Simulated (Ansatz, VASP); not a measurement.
**ZnNi3Sb2: VASP beside Ansatz**

```xyz
6
Lattice="4.1489 0.0000 0.0000 -2.0744 3.5930 0.0000 0.0000 0.0000 6.3554" Properties=species:S:1:pos:R:3 pbc="T T T"
Sb    2.0744    1.1977    4.4355
Sb    0.0000    2.3953    1.9200
Zn    0.0000    0.0000    0.0000
Ni    2.0744    1.1977    0.6883
Ni    0.0000    2.3953    5.6671
Ni    0.0000    0.0000    3.1777
```

Alike in both runs: task single point; functional PBE; k mesh 7 × 7 × 4; occupations fermi-dirac, width 0.05 eV; collinear spin.

|  | VASP | Ansatz |
| --- | --- | --- |
| version | VASP 6.6.1 | Ansatz 0.2.0 |
| potentials or method | VASP PAW PBE potentials, release 64 (Sb, Zn, Ni) | Ansatz PAW |
| plane-wave cutoff (eV) | 520 | 420 |
| valence electrons in the cell | 52 | 96 |

Ansatz gave:

* gap on the k mesh at the Fermi level (eV): none
* pressure (GPa): 0.8
* traceless stress, the component that is largest in VASP (GPa): 0.67
* rms of the force components (eV/Å): 0.013
* net moment per atom (μB): 0.00

**Question.** Estimate VASP's values.

**Answer.** gap on the k mesh at the Fermi level (eV): none; pressure (GPa): 0.9; traceless stress, the component that is largest in VASP (GPa): 0.56; rms of the force components (eV/Å): 0.007; net moment per atom (μB): 0.00.

Atom by atom the forces differ by 0.007 eV/Å (rms over components). A gap of «none» marks a metal or a gap that the smearing closes. VASP's potentials hold 52 valence electrons a cell and Ansatz's 96, so a difference there can come from the potentials and not from the codes.

Spin-orbit coupling is off throughout.
